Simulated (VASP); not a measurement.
# Cs3Ge2S3 (Pm-3m) in VASP: a series of runs

The runs below take Cs3Ge2S3 through relaxation of cell and atoms, single point, with PBE.

Program: VASP 6.6.1. These are calculated values, not measurements. Logs are shortened: lines on timing, memory, paths and dates and some standing lists are left out, and cuts for length are marked.

### 1 The cell of the first run

Symmetry: Pm-3m, No. 221, cubic system. The conventional cell has a = 6.547 Å, b = 6.547 Å, c = 6.547 Å, α = 90.00°, β = 90.00°, γ = 90.00°. Within 4.3 Å of Cs (site symmetry 4/mmm) lie 2 Ge at 3.27 Å and 4 S at 3.27 Å. Within 4.3 Å of Ge (site symmetry m-3m) lie 6 S at 3.27 Å. Ge (site symmetry m-3m) has 6 Cs at 3.27 Å within 4.3 Å. S (site symmetry 4/mmm) has 4 Cs at 3.27 Å and 2 Ge at 3.27 Å within 4.3 Å.

### 2 Relaxation of cell and atoms, PBE

File INCAR:

```
PREC     = Accurate       # precision mode
ENCUT    = 600            # plane-wave cutoff, eV
EDIFF    = 1E-7           # SCF threshold, eV
ISMEAR   = 0              # smearing method
SIGMA    = 0.1            # smearing width, eV
LREAL    = False          # projectors in reciprocal space
LASPH    = True           # aspherical terms in the spheres
NELM     = 100            # most SCF steps
ALGO     = Normal         # electronic algorithm
ISIF     = 3              # what is computed and relaxed
LWAVE    = False          # write WAVECAR
LCHARG   = False          # write CHGCAR
GGA      = PE             # functional
IBRION   = 2              # ionic algorithm
NSW      = 100            # ionic steps
EDIFFG   = -0.01          # ionic threshold
```

File KPOINTS:

```
Automatic mesh
0
Gamma
  6 6 6
```

File POSCAR:

```
Cs3Ge2S3
1.0
    6.5467000759      0.0000000000      0.0000000000
    0.0000000000      6.5467000759      0.0000000000
    0.0000000000      0.0000000000      6.5467000759
Cs Ge S
3 2 3
Direct
    0.5000000000      0.0000000000      0.0000000000
    0.0000000000      0.5000000000      0.0000000000
    0.0000000000      0.0000000000      0.5000000000
    0.5000000000      0.5000000000      0.5000000000
    0.0000000000      0.0000000000      0.0000000000
    0.0000000000      0.5000000000      0.5000000000
    0.5000000000      0.0000000000      0.5000000000
    0.5000000000      0.5000000000      0.0000000000
```

Potentials or basis: VASP PAW PBE potentials, release 64 (Cs_sv, Ge_d, S).

Launch:

```console
$ cat potpaw_PBE.64/Cs_sv/POTCAR potpaw_PBE.64/Ge_d/POTCAR potpaw_PBE.64/S/POTCAR > POTCAR
$ mpirun -np 1 vasp_std > vasp.out
```

OUTCAR:

```text
PREC = Accurate
   ENCUT = 600
   EDIFF = 1E-7
   ISMEAR = 0
   LREAL = False
   LASPH = True
   NELM = 100
   ISIF = 3
   GGA = PE
   IBRION = 2
   NSW = 100
   EDIFFG = -0.01

 ion  position               nearest neighbor table
   1  0.500  0.000  0.000-
   2  0.000  0.500  0.000-
   3  0.000  0.000  0.500-
   4  0.500  0.500  0.500-
   5  0.000  0.000  0.000-
   6  0.000  0.500  0.500-
   7  0.500  0.000  0.500-
   8  0.500  0.500  0.000-

  LATTYP: Found a simple cubic cell.
 ALAT       =     6.5467000759

  Lattice vectors:

 A1 = (   6.5467000759,   0.0000000000,   0.0000000000)
 A2 = (   0.0000000000,   6.5467000759,   0.0000000000)
 A3 = (   0.0000000000,   0.0000000000,   6.5467000759)

Analysis of symmetry for initial positions (statically):
=====================================================================
 Subroutine PRICEL returns:
 Original cell was already a primitive cell.

 Routine SETGRP: Setting up the symmetry group for a
 simple cubic supercell.

 Subroutine GETGRP returns: Found 48 space group operations
 (whereof 48 operations were pure point group operations)
 out of a pool of 48 trial point group operations.

The static configuration has the point symmetry O_h .

Analysis of symmetry for dynamics (positions and initial velocities):
=====================================================================
 Subroutine PRICEL returns:
 Original cell was already a primitive cell.

 Routine SETGRP: Setting up the symmetry group for a
 simple cubic supercell.

 Subroutine GETGRP returns: Found 48 space group operations
 (whereof 48 operations were pure point group operations)
 out of a pool of 48 trial point group operations.

The dynamic configuration has the point symmetry O_h .

 Subroutine INISYM returns: Found 48 space group operations
 (whereof 48 operations are pure point group operations),
 and found     1 'primitive' translations

----------------------------------------------------------------------------------------

                                     Primitive cell

  volume of cell :     280.5869

  direct lattice vectors                    reciprocal lattice vectors
     6.546700076  0.000000000  0.000000000     0.152748711  0.000000000  0.000000000
     0.000000000  6.546700076  0.000000000     0.000000000  0.152748711  0.000000000
     0.000000000  0.000000000  6.546700076     0.000000000  0.000000000  0.152748711

  length of vectors
     6.546700076  6.546700076  6.546700076     0.152748711  0.152748711  0.152748711

  position of ions in fractional coordinates (direct lattice)
     0.500000000  0.000000000  0.000000000
     0.000000000  0.500000000  0.000000000
     0.000000000  0.000000000  0.500000000
     0.500000000  0.500000000  0.500000000
     0.000000000  0.000000000  0.000000000
     0.000000000  0.500000000  0.500000000
     0.500000000  0.000000000  0.500000000
     0.500000000  0.500000000  0.000000000

  ion indices of the primitive-cell ions
   primitive index   ion index
                 1           1
                 2           2
                 3           3
                 4           4
                 5           5
                 6           6
                 7           7
                 8           8

----------------------------------------------------------------------------------------

 KPOINTS: Automatic mesh

Automatic generation of k-mesh.
 Grid dimensions read from file:
 generate k-points for:    6    6    6

 Generating k-lattice:

  Cartesian coordinates                     Fractional coordinates (reciprocal lattice)
     0.025458119  0.000000000  0.000000000     0.166666667  0.000000000  0.000000000
     0.000000000  0.025458119  0.000000000     0.000000000  0.166666667  0.000000000
     0.000000000  0.000000000  0.025458119     0.000000000  0.000000000  0.166666667

  Length of vectors
     0.025458119  0.025458119  0.025458119

  Shift w.r.t. Gamma in fractional coordinates (k-lattice)
     0.000000000  0.000000000  0.000000000

 Subroutine IBZKPT returns following result:
 ===========================================

 Found     20 irreducible k-points:

 Following reciprocal coordinates:
            Coordinates               Weight
  0.000000  0.000000  0.000000      1.000000
  0.166667  0.000000  0.000000      6.000000
  0.333333  0.000000  0.000000      6.000000
  0.500000  0.000000  0.000000      3.000000
  0.166667  0.166667  0.000000     12.000000
  0.333333  0.166667  0.000000     24.000000
[... 12 lines left out ...]
  0.500000  0.500000  0.333333      6.000000
  0.500000  0.500000  0.500000      1.000000
   k-points           NKPTS =     20   k-points in BZ     NKDIM =     20   number of bands    NBANDS=     43
   number of dos      NEDOS =    301   number of ions     NIONS =      8
   total plane-waves  NPLWV = 157464
   dimension x,y,z NGX =    54 NGY =   54 NGZ =   54
   dimension x,y,z NGXF=   108 NGYF=  108 NGZF=  108
   ions per type =               3   2   3
   NGX,Y,Z   is equivalent  to a cutoff of  13.71, 13.71, 13.71 a.u.
   NGXF,Y,Z  is equivalent  to a cutoff of  27.43, 27.43, 27.43 a.u.
 SYSTEM =  unknown system
   PREC   = accura    normal or accurate (medium, high low for compatibility)
   ISTART =      0    job   : 0-new  1-cont  2-samecut
   ICHARG =      2    charge: 1-file 2-atom 10-const
   ISPIN  =      1    spin polarized calculation?
   LNONCOLLINEAR =      F non collinear calculations
   LSORBIT =      F    spin-orbit coupling
   LASPH  =      T    aspherical Exc in radial PAW
   ENCUT  =  600.0 eV  44.10 Ry    6.64 a.u.  13.08 13.08 13.08*2*pi/ulx,y,z
   NELM   =    100;   NELMIN=  2; NELMDL= -5     # of ELM steps
   EDIFF  = 0.1E-06   stopping-criterion for ELM
   LREAL  =      F    real-space projection
   EDIFFG = -.1E-01   stopping-criterion for IOM
   NSW    =    100    number of steps for IOM
   IBRION =      2    ionic relax: 0-MD 1-quasi-New 2-CG
   NFREE  =      1    steps in history (QN), initial steepest desc. (CG)
   ISIF   =      3    stress and relaxation
   ISYM   =      2    0-nonsym 1-usesym 2-fastsym
   POTIM  = 0.5000    time-step for ionic-motion
   TEBEG  =    0.0;   TEEND  =   0.0 temperature during run
   PSTRESS=    0.0 pullay stress
   NELECT =      73.0000    total number of electrons
   NUPDOWN=      -1.0000    fix difference up-down
   EMIN   =  10.00;   EMAX   =-10.00  energy-range for DOS
   EFERMI =   0.00;   METHOD = LEGACY
   ISMEAR =     0;   SIGMA  =   0.10  broadening in eV -4-tet -1-fermi 0-gaus
   EFERMI_NEDOS =   21; number of points for ismear=-14 and -15
   IALGO  =     38    algorithm
   IMIX   =      4    mixing-type and parameters
     AMIX     =   0.40;   BMIX     =  1.00
     AMIX_MAG =   1.60;   BMIX_MAG =  1.00
  volume/ion in A,a.u.               =      35.07       236.69
  Fermi-wavevector in a.u.,A,eV,Ry     =   1.045105  1.974962 14.860894  1.092245
  Thomas-Fermi vector in A             =   2.179887
   LORBIT       =      0    0 simple, 1 ext, 2 COOP (PROOUT), +10 PAW based schemes
   GGA     = PE    functional components
   LHFCALC =     F    Hartree Fock is set to
   AEXX    =    0.0000 exact exchange contribution
   IVDW    =     0    specifies the selected vdW correction
   LEPSILON=     F    determine dielectric tensor
   LRPA    =     F    only Hartree local field effects (RPA)
 conjugate gradient relaxation of ions
 non-spin polarized calculation
 Gauss-broadening in eV      SIGMA  =   0.10
  energy-cutoff  :      600.00
  volume of cell :      280.59
 maximum number of plane-waves:      9448
 NGX is ok and might be reduce to    54
   NGX = 27   NGY = 27   NGZ = 27

--------------------------------------- Ionic step        1  -------------------------------------------

 number of electron      73.0000045 magnetization

 Free energy of the ion-electron system (eV)
  ---------------------------------------------------
  ext. energy  EPLUGINS =         0.00000000
  ---------------------------------------------------
  free energy    TOTEN  =       -22.05411883 eV

  energy without entropy =      -21.95683893  energy(sigma->0) =      -22.00547888

------------------------ aborting loop because EDIFF is reached ----------------------------------------

  FORCE on cell =-STRESS in cart. coord.  units (eV):
  Direction    XX          YY          ZZ          XY          YZ          ZX
  --------------------------------------------------------------------------------------
  -------------------------------------------------------------------------------------
  Total        0.5649654      0.5649654      0.5649654      0.0000000      0.0000000     -0.0000000
  in kB        3.2260056      3.2260056      3.2260056      0.0000000      0.0000000     -0.0000000
  external PRESSURE =       3.2260056 kB  Pullay stress =       0.0000000 kB
[... 69 lines left out ...]
  energy  without entropy=      -21.9593917800  energy(sigma->0) =      -22.00872826

--------------------------------------- Ionic step        3  -------------------------------------------

 number of electron      73.0000041 magnetization

 Free energy of the ion-electron system (eV)
  ---------------------------------------------------
  ext. energy  EPLUGINS =         0.00000000
  ---------------------------------------------------
  free energy    TOTEN  =       -22.05870353 eV

  energy without entropy =      -21.95920118  energy(sigma->0) =      -22.00895235

 E-fermi :   1.1421     XC(G=0):  -8.2468

 val. band max:        1.1307787867   @ k =   0.5000   0.1667   0.0000
 cond. band min:       1.1438156550   @ k =   0.5000   0.0000   0.0000
 fundamental gap:      0.0130368682
 Fermi energy:         1.1421052759

 k-point     1 :       0.0000    0.0000    0.0000
  band No.  band energies     occupation
      1     -23.9689      2.00000
      2     -23.9689      2.00000
      3     -23.9689      2.00000
      4     -23.9645      2.00000
      5     -23.9645      2.00000
      6     -23.7144      2.00000
[... 944 lines left out ...]
  FREE ENERGIE OF THE ION-ELECTRON SYSTEM (eV)
  ---------------------------------------------------
  free  energy   TOTEN  =       -22.0587035269 eV

  energy  without entropy=      -21.9592011788  energy(sigma->0) =      -22.00895235

 reached required accuracy - stopping structural energy minimisation
```

Wall time 14 min (1 thread of Intel Xeon Platinum 8259CL at 2.50GHz (Skylake/Cascade Lake), shared host); peak memory 0.58 GiB.

What came out:

```yaml
Free_energy: -22.0587 eV
Relaxed_volume: 35.65 Å³/atom
Relaxed_cell: a = 6.582 Å, b = 6.582 Å, c = 6.582 Å, α = 90.00°, β = 90.00°, γ = 90.00°
Space_group_after_relaxing_to_0.05_Å: Pm-3m (No. 221)
Energy_gained_by_relaxing: 0.6 meV/atom
Ionic_steps: 3
Pressure_after_relaxing: 0.0 GPa
```

The path:
| step | energy change (eV) | largest force (eV/Å) | pressure (GPa) | volume (Å³) |
| --- | --- | --- | --- | --- |
| 1 | 0.0000 | 0.0000 | 0.32 | 280.59 |
| 2 | -0.0039 | 0.0000 | 0.12 | 283.46 |
| 3 | -0.0046 | 0.0000 | 0.00 | 285.16 |

Final structure:
```cif
data_structure
_symmetry_space_group_name_H-M 'P 1'
_symmetry_Int_Tables_number 1
_cell_length_a 6.5821
_cell_length_b 6.5821
_cell_length_c 6.5821
_cell_angle_alpha 90.000
_cell_angle_beta 90.000
_cell_angle_gamma 90.000
_cell_volume 285.16
loop_
_atom_site_label
_atom_site_type_symbol
_atom_site_fract_x
_atom_site_fract_y
_atom_site_fract_z
_atom_site_occupancy
Cs1 Cs 0.50000 0.00000 0.00000 1
Cs2 Cs 0.00000 0.50000 0.00000 1
Cs3 Cs 0.00000 0.00000 0.50000 1
Ge1 Ge 0.50000 0.50000 0.50000 1
Ge2 Ge 0.00000 0.00000 0.00000 1
S1 S 0.00000 0.50000 0.50000 1
S2 S 0.50000 0.00000 0.50000 1
S3 S 0.50000 0.50000 0.00000 1
```

Levels at points of the mesh, in eV from the Fermi level:
```csv
k point,band 34,band 35,band 36,band 37,band 38,band 39,band 40,band 41
"(0.00, 0.00, 0.00)",0.09,0.09,0.09,1.22,1.22,1.22,3.25,3.25
"(0.50, 0.00, 0.00)",0.00,0.00,0.03,0.03,1.03,1.03,1.55,3.37
"(0.50, 0.50, 0.00)",-0.34,-0.34,-0.26,-0.05,-0.05,0.85,1.36,1.36
"(0.50, 0.50, 0.50)",-0.45,-0.45,-0.38,-0.38,-0.38,-0.28,1.13,1.13
```

Caveat: spin-orbit coupling is left out, which moves the levels of the heavy elements.

### 3 Single point, PBE

File INCAR:

```
SYSTEM = Cs3Ge2S3
ALGO = Normal
EDIFF = 1E-7
ENCUT = 520
GGA = PE
ISIF = 2
ISMEAR = 0
LASPH = .TRUE.
LCHARG = .FALSE.
LREAL = .FALSE.
LWAVE = .FALSE.
NBANDS = 46
NELM = 100
PREC = Accurate
SIGMA = 0.1
```

File KPOINTS:

```
k-points
0
G
  4 4 4
  0 0 0
```

POSCAR is that of step 2.

Potentials or basis: VASP PAW PBE potentials, release 64 (Cs_sv, Ge_d, S).

Launch:

```console
$ cat potpaw_PBE.64/Cs_sv/POTCAR potpaw_PBE.64/Ge_d/POTCAR potpaw_PBE.64/S/POTCAR > POTCAR
$ mpirun -np 1 vasp_std > vasp.out
```

OUTCAR:

```text
SYSTEM = Cs3Ge2S3
   EDIFF = 1E-7
   ENCUT = 520
   GGA = PE
   ISIF = 2
   ISMEAR = 0
   LASPH = .TRUE.
   LREAL = .FALSE.
   NELM = 100
   PREC = Accurate

 ion  position               nearest neighbor table
   1  0.500  0.000  0.000-
   2  0.000  0.500  0.000-
   3  0.000  0.000  0.500-
   4  0.500  0.500  0.500-
   5  0.000  0.000  0.000-
[... 687 lines left out ...]
  -------------------------------------------------------------------------------------
  Total        0.6210338      0.6210338      0.6210338      0.0000000      0.0000000      0.0000000
  in kB        3.5461613      3.5461613      3.5461613      0.0000000      0.0000000      0.0000000
  external PRESSURE =       3.5461613 kB  Pullay stress =       0.0000000 kB

 VOLUME and BASIS-vectors are now :
 -----------------------------------------------------------------------------
  energy-cutoff  :      520.00
  volume of cell :      280.59
      direct lattice vectors                 reciprocal lattice vectors
     6.546700076  0.000000000  0.000000000     0.152748711  0.000000000  0.000000000
     0.000000000  6.546700076  0.000000000     0.000000000  0.152748711  0.000000000
     0.000000000  0.000000000  6.546700076     0.000000000  0.000000000  0.152748711

 POSITION                                       TOTAL-FORCE (eV/Angst)
 -----------------------------------------------------------------------------------
      3.27335      0.00000      0.00000         0.000000      0.000000      0.000000
      0.00000      3.27335      0.00000         0.000000      0.000000      0.000000
      0.00000      0.00000      3.27335         0.000000      0.000000      0.000000
      3.27335      3.27335      3.27335         0.000000      0.000000      0.000000
      0.00000      0.00000      0.00000         0.000000      0.000000      0.000000
      0.00000      3.27335      3.27335         0.000000      0.000000      0.000000
      3.27335      0.00000      3.27335         0.000000      0.000000      0.000000
      3.27335      3.27335      0.00000         0.000000      0.000000      0.000000
 -----------------------------------------------------------------------------------
    total drift:                                0.000000      0.000000     -0.000000

  FREE ENERGIE OF THE ION-ELECTRON SYSTEM (eV)
  ---------------------------------------------------
  free  energy   TOTEN  =       -21.9924449764 eV

  energy  without entropy=      -21.8752235921  energy(sigma->0) =      -21.93383428
```

OSZICAR:

```text
N       E                     dE             d eps       ncg     rms          rms(c)
DAV:   1     0.748276604862E+03    0.74828E+03   -0.31134E+04  1184   0.212E+03
DAV:   2     0.106322873154E+03   -0.64195E+03   -0.61895E+03  1048   0.618E+02
DAV:   3    -0.181193326542E+02   -0.12444E+03   -0.12104E+03  1098   0.175E+02
[... 12 lines left out ...]
DAV:  16    -0.219924482446E+02   -0.47747E-05   -0.12396E-05  1028   0.181E-02    0.146E-02
DAV:  17    -0.219924459008E+02    0.23438E-05   -0.96129E-07  1042   0.468E-03    0.753E-03
DAV:  18    -0.219924453681E+02    0.53272E-06   -0.40252E-07   860   0.247E-03    0.522E-03
DAV:  19    -0.219924449506E+02    0.41756E-06   -0.17710E-07   716   0.136E-03    0.579E-04
DAV:  20    -0.219924449764E+02   -0.25813E-07   -0.33526E-08   580   0.102E-03
   1 F= -.21992445E+02 E0= -.21933834E+02  d E =-.117221E+00
```

stdout:

```text
POSCAR found type information on POSCAR CsGeS
 POSCAR found :  3 types and       8 ions
 scaLAPACK will be used
 LDA part: xc-table for (Slater+PW92), standard interpolation
 POSCAR, INCAR and KPOINTS ok, starting setup
 FFT: planning ... GRIDC
 FFT: planning ... GRID_SOFT
 FFT: planning ... GRID
 WAVECAR not read
 entering main loop
```

Wall time 3.1 min (1 thread of Intel Xeon Platinum 8259CL at 2.50GHz (Skylake/Cascade Lake), shared host); peak memory 0.41 GiB.

What came out:

| Item | Value |
| --- | --- |
| Free energy | -21.9924 eV |
| Pressure | 0.4 GPa |

Caveat: spin-orbit coupling is left out, which moves the levels of the heavy elements.

(Continued in part 2 of 2.)
